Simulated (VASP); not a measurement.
# Pt (Fm-3m) in VASP: single point with PBEsol

Aim: the single point of Pt with PBEsol.

Program: VASP 6.6.1. These are calculated values, not measurements. Logs are shortened: lines on timing, memory, paths and dates and some standing lists are left out, and cuts for length are marked.

## (1) The cell of the first run

Symmetry: Fm-3m, No. 225, cubic system. The conventional cell has a = 3.918 Å, b = 3.918 Å, c = 3.918 Å, α = 90.00°, β = 90.00°, γ = 90.00°. Pt (site symmetry m-3m) has 12 Pt at 2.77 Å within 3.7 Å.

## (2) Single point, PBEsol

Contents of INCAR:

```
ALGO     = Normal         # electronic algorithm
EDIFF    = 1E-6           # SCF threshold, eV
ENCUT    = 520            # plane-wave cutoff, eV
GGA      = PS             # functional
ISIF     = 2              # what is computed and relaxed
ISMEAR   = 1              # smearing method
LASPH    = True           # aspherical terms in the spheres
LCHARG   = True           # write CHGCAR
LELF     = True           # ELF
LREAL    = False          # projectors in reciprocal space
LVHAR    = True         
LWAVE    = False          # write WAVECAR
NBANDS   = 11             # bands
NELM     = 60             # most SCF steps
PREC     = Accurate       # precision mode
SIGMA    = 0.1            # smearing width, eV
```

Contents of KPOINTS:

```
k-points
0
Gamma
  35 35 35
```

Contents of POSCAR:

```
Pt
1.0
    0.0000000000      1.9587894480      1.9587894480
    1.9587894480      0.0000000000      1.9587894480
    1.9587894480      1.9587894480      0.0000000000
Pt
1
Direct
    0.0000000000      0.0000000000      0.0000000000
```

Potentials or basis: VASP PAW PBE potentials, release 64 (Pt).

Launch:

```
$ cat potpaw_PBE.64/Pt/POTCAR > POTCAR
$ mpirun -np 1 vasp_std > vasp.out
```

OUTCAR:

```text
EDIFF = 1E-6
   ENCUT = 520
   GGA = PS
   ISIF = 2
   ISMEAR = 1
   LASPH = True
   LREAL = False
   NELM = 60
   PREC = Accurate

 ion  position               nearest neighbor table
   1  0.000  0.000  0.000-

  LATTYP: Found a face centered cubic cell.
 ALAT       =     3.9175788960

  Lattice vectors:

 A1 = (   0.0000000000,   1.9587894480,   1.9587894480)
 A2 = (   1.9587894480,   0.0000000000,   1.9587894480)
 A3 = (   1.9587894480,   1.9587894480,   0.0000000000)

Analysis of symmetry for initial positions (statically):
=====================================================================
 Subroutine PRICEL returns:
 Original cell was already a primitive cell.

 Routine SETGRP: Setting up the symmetry group for a
 face centered cubic supercell.

 Subroutine GETGRP returns: Found 48 space group operations
 (whereof 48 operations were pure point group operations)
 out of a pool of 48 trial point group operations.

The static configuration has the point symmetry O_h .

Analysis of symmetry for dynamics (positions and initial velocities):
=====================================================================
 Subroutine PRICEL returns:
 Original cell was already a primitive cell.

 Routine SETGRP: Setting up the symmetry group for a
 face centered cubic supercell.

 Subroutine GETGRP returns: Found 48 space group operations
 (whereof 48 operations were pure point group operations)
 out of a pool of 48 trial point group operations.

The dynamic configuration has the point symmetry O_h .

 Subroutine INISYM returns: Found 48 space group operations
 (whereof 48 operations are pure point group operations),
 and found     1 'primitive' translations

----------------------------------------------------------------------------------------

                                     Primitive cell

  volume of cell :      15.0312

  direct lattice vectors                    reciprocal lattice vectors
     0.000000000  1.958789448  1.958789448    -0.255259696  0.255259696  0.255259696
     1.958789448  0.000000000  1.958789448     0.255259696 -0.255259696  0.255259696
     1.958789448  1.958789448  0.000000000     0.255259696  0.255259696 -0.255259696

  length of vectors
     2.770146603  2.770146603  2.770146603     0.442122763  0.442122763  0.442122763

  position of ions in fractional coordinates (direct lattice)
     0.000000000  0.000000000  0.000000000

  ion indices of the primitive-cell ions
   primitive index   ion index
                 1           1

----------------------------------------------------------------------------------------

 KPOINTS: k-points

Automatic generation of k-mesh.
 Grid dimensions read from file:
 generate k-points for:   35   35   35

 Generating k-lattice:

  Cartesian coordinates                     Fractional coordinates (reciprocal lattice)
    -0.007293134  0.007293134  0.007293134     0.028571429  0.000000000  0.000000000
     0.007293134 -0.007293134  0.007293134     0.000000000  0.028571429  0.000000000
     0.007293134  0.007293134 -0.007293134     0.000000000  0.000000000  0.028571429

  Length of vectors
     0.012632079  0.012632079  0.012632079

  Shift w.r.t. Gamma in fractional coordinates (k-lattice)
     0.000000000  0.000000000  0.000000000

 Subroutine IBZKPT returns following result:
 ===========================================

 Found   1140 irreducible k-points:

 Following reciprocal coordinates:
            Coordinates               Weight
  0.000000  0.000000  0.000000      1.000000
  0.028571  0.000000  0.000000      8.000000
  0.057143  0.000000  0.000000      8.000000
  0.085714  0.000000  0.000000      8.000000
  0.114286  0.000000  0.000000      8.000000
  0.142857  0.000000  0.000000      8.000000
[... 16 lines left out ...]
  0.142857  0.028571  0.000000     24.000000
  0.171429  0.028571  0.000000     24.000000
 [... further k-points ...]
   k-points           NKPTS =   1140   k-points in BZ     NKDIM =   1140   number of bands    NBANDS=     11
   number of dos      NEDOS =    301   number of ions     NIONS =      1
   total plane-waves  NPLWV =  13824
   dimension x,y,z NGX =    24 NGY =   24 NGZ =   24
   dimension x,y,z NGXF=    48 NGYF=   48 NGZF=   48
   ions per type =               1
   NGX,Y,Z   is equivalent  to a cutoff of  14.40, 14.40, 14.40 a.u.
   NGXF,Y,Z  is equivalent  to a cutoff of  28.81, 28.81, 28.81 a.u.
 SYSTEM =  unknown system
   PREC   = accura    normal or accurate (medium, high low for compatibility)
   ISTART =      0    job   : 0-new  1-cont  2-samecut
   ICHARG =      2    charge: 1-file 2-atom 10-const
   ISPIN  =      1    spin polarized calculation?
   LNONCOLLINEAR =      F non collinear calculations
   LSORBIT =      F    spin-orbit coupling
   LASPH  =      T    aspherical Exc in radial PAW
   ENCUT  =  520.0 eV  38.22 Ry    6.18 a.u.   5.15  5.15  5.15*2*pi/ulx,y,z
   NELM   =     60;   NELMIN=  2; NELMDL= -5     # of ELM steps
   EDIFF  = 0.1E-05   stopping-criterion for ELM
   LREAL  =      F    real-space projection
   EDIFFG = 0.1E-04   stopping-criterion for IOM
   NSW    =      0    number of steps for IOM
   IBRION =     -1    ionic relax: 0-MD 1-quasi-New 2-CG
   NFREE  =      0    steps in history (QN), initial steepest desc. (CG)
   ISIF   =      2    stress and relaxation
   ISYM   =      2    0-nonsym 1-usesym 2-fastsym
   POTIM  = 0.5000    time-step for ionic-motion
   TEBEG  =    0.0;   TEEND  =   0.0 temperature during run
   PSTRESS=    0.0 pullay stress
   NELECT =      10.0000    total number of electrons
   NUPDOWN=      -1.0000    fix difference up-down
   EMIN   =  10.00;   EMAX   =-10.00  energy-range for DOS
   EFERMI =   0.00;   METHOD = LEGACY
   ISMEAR =     1;   SIGMA  =   0.10  broadening in eV -4-tet -1-fermi 0-gaus
   EFERMI_NEDOS =   21; number of points for ismear=-14 and -15
   IALGO  =     38    algorithm
   IMIX   =      4    mixing-type and parameters
     AMIX     =   0.40;   BMIX     =  1.00
     AMIX_MAG =   1.60;   BMIX_MAG =  1.00
  volume/ion in A,a.u.               =      15.03       101.44
  Fermi-wavevector in a.u.,A,eV,Ry     =   1.429148  2.700697 27.789393  2.042463
  Thomas-Fermi vector in A             =   2.549133
   LORBIT       =      0    0 simple, 1 ext, 2 COOP (PROOUT), +10 PAW based schemes
   GGA     = PS    functional components
   LHFCALC =     F    Hartree Fock is set to
   AEXX    =    0.0000 exact exchange contribution
   IVDW    =     0    specifies the selected vdW correction
   LEPSILON=     F    determine dielectric tensor
   LRPA    =     F    only Hartree local field effects (RPA)
 non-spin polarized calculation
 Methfessel and Paxton  Order N= 1 SIGMA  =   0.10
  energy-cutoff  :      520.00
  volume of cell :       15.03
 maximum number of plane-waves:       419
 NGX is ok and might be reduce to    24
   NGX = 11   NGY = 11   NGZ = 11

 number of electron      10.0000000 magnetization

 Free energy of the ion-electron system (eV)
  ---------------------------------------------------
  ext. energy  EPLUGINS =         0.00000000
  ---------------------------------------------------
  free energy    TOTEN  =        -6.96362093 eV

  energy without entropy =       -6.96328705  energy(sigma->0) =       -6.96350963

 E-fermi :  11.1536     XC(G=0): -13.6477

 val. band max:       11.1535295288   @ k =  -0.3143   0.0857   0.0286
 cond. band min:      11.1539078101   @ k =  -0.4571   0.1143   0.0286
 fundamental gap:      0.0003782813
 Fermi energy:        11.1535899050

 k-point     1 :       0.0000    0.0000    0.0000
  band No.  band energies     occupation
      1       0.8266      2.00000
      2       7.3336      2.00000
      3       7.3336      2.00000
      4       7.3336      2.00000
      5       9.5255      2.00000
      6       9.5255      2.00000
      7      25.7743      0.00000
      8      30.7520      0.00000
      9      30.7520      0.00000
     10      30.7520      0.00000
     11      36.0626      0.00000

 k-point     2 :       0.0286    0.0000    0.0000
  band No.  band energies     occupation
      1       0.8598      2.00000
      2       7.3182      2.00000
      3       7.3472      2.00000
      4       7.3472      2.00000
      5       9.5175      2.00000
      6       9.5175      2.00000
      7      25.8271      0.00000
      8      30.5549      0.00000
      9      30.8033      0.00000
     10      30.8033      0.00000
     11      36.2837      0.00000

 k-point     3 :       0.0571    0.0000    0.0000
  band No.  band energies     occupation
      1       0.9588      2.00000
      2       7.2735      2.00000
      3       7.3867      2.00000
      4       7.3867      2.00000
      5       9.4952      2.00000
      6       9.4952      2.00000
      7      25.9819      0.00000
      8      30.0433      0.00000
      9      30.9559      0.00000
     10      30.9559      0.00000
     11      36.8457      0.00000

 k-point     4 :       0.0857    0.0000    0.0000
  band No.  band energies     occupation
      1       1.1211      2.00000
      2       7.2048      2.00000
      3       7.4482      2.00000
      4       7.4482      2.00000
      5       9.4637      2.00000
      6       9.4637      2.00000
      7      26.2276      0.00000
      8      29.3543      0.00000
      9      31.2061      0.00000
     10      31.2061      0.00000
     11      37.4889      0.00000

 k-point     5 :       0.1143    0.0000    0.0000
  band No.  band energies     occupation
      1       1.3426      2.00000
      2       7.1205      2.00000
      3       7.5245      2.00000
      4       7.5245      2.00000
      5       9.4320      2.00000
      6       9.4320      2.00000
      7      26.5438      0.00000
      8      28.5798      0.00000
      9      31.5476      0.00000
     10      31.5476      0.00000
     11      37.6147      0.00000
[... 211 lines left out ...]
 k-point    21 :       0.0857    0.0286    0.0000
  band No.  band energies     occupation
      1       1.0893      2.00000
      2       7.2011      2.00000
      3       7.4413      2.00000
      4       7.4505      2.00000
      5       9.4011      2.00000
      6       9.5348      2.00000
      7      26.1826      0.00000
      8      29.5924      0.00000
      9      30.9819      0.00000
     10      31.1814      0.00000
     11      37.4534      0.00000

 k-point    22 :       0.1143    0.0286    0.0000
  band No.  band energies     occupation
      1       1.2914      2.00000
      2       7.1209      2.00000
      3       7.5122      2.00000
      4       7.5249      2.00000
      5       9.3473      2.00000
      6       9.5238      2.00000
      7      26.4774      0.00000
      8      28.8514      0.00000
      9      31.2305      0.00000
     10      31.5466      0.00000
     11      37.7769      0.00000

 k-point    23 :       0.1429    0.0286    0.0000
  band No.  band energies     occupation
      1       1.5485      2.00000
      2       7.0323      2.00000
      3       7.5923      2.00000
      4       7.6054      2.00000
      5       9.3028      2.00000
      6       9.5198      2.00000
      7      26.8221      0.00000
      8      28.0553      0.00000
      9      31.5591      0.00000
     10      31.9951      0.00000
     11      37.1656      0.00000

 k-point    24 :       0.1714    0.0286    0.0000
  band No.  band energies     occupation
      1       1.8521      2.00000
      2       6.9487      2.00000
      3       7.6675      2.00000
      4       7.6791      2.00000
      5       9.2842      2.00000
      6       9.5372      2.00000
      7      27.1398      0.00000
      8      27.2610      0.00000
      9      31.9513      0.00000
     10      32.5152      0.00000
     11      36.2027      0.00000

 [... further k-points ...]

------------------------ aborting loop because EDIFF is reached ----------------------------------------

  FORCE on cell =-STRESS in cart. coord.  units (eV):
  Direction    XX          YY          ZZ          XY          YZ          ZX
  --------------------------------------------------------------------------------------
  -------------------------------------------------------------------------------------
  Total       -0.0381322     -0.0381322     -0.0381322      0.0000000     -0.0000000      0.0000000
  in kB       -4.0645229     -4.0645229     -4.0645229      0.0000000     -0.0000000      0.0000000
  external PRESSURE =      -4.0645229 kB  Pullay stress =       0.0000000 kB

 VOLUME and BASIS-vectors are now :
 -----------------------------------------------------------------------------
  energy-cutoff  :      520.00
  volume of cell :       15.03
      direct lattice vectors                 reciprocal lattice vectors
     0.000000000  1.958789448  1.958789448    -0.255259696  0.255259696  0.255259696
     1.958789448  0.000000000  1.958789448     0.255259696 -0.255259696  0.255259696
     1.958789448  1.958789448  0.000000000     0.255259696  0.255259696 -0.255259696

 POSITION                                       TOTAL-FORCE (eV/Angst)
 -----------------------------------------------------------------------------------
      0.00000      0.00000      0.00000        -0.000000      0.000000      0.000000
 -----------------------------------------------------------------------------------
    total drift:                               -0.000000      0.000000     -0.000000

  FREE ENERGIE OF THE ION-ELECTRON SYSTEM (eV)
  ---------------------------------------------------
  free  energy   TOTEN  =        -6.9636209282 eV

  energy  without entropy=       -6.9632870469  energy(sigma->0) =       -6.96350963
```

Run time: 91 s. Hardware: 1 thread of Intel Xeon 6975P-C, shared host; peak memory 0.31 GiB.

Results:

```yaml
Free_energy: -6.9636 eV
Pressure: -0.4 GPa
Band_gap_on_the_k_mesh: zero (band 5 reaches 11.65 eV, above the bottom of band 6 at 9.41 eV)
```

Caveat: the PAW data sets were made with another functional, which shifts forces and pressure a little; spin-orbit coupling is left out, which moves the levels of the heavy elements.
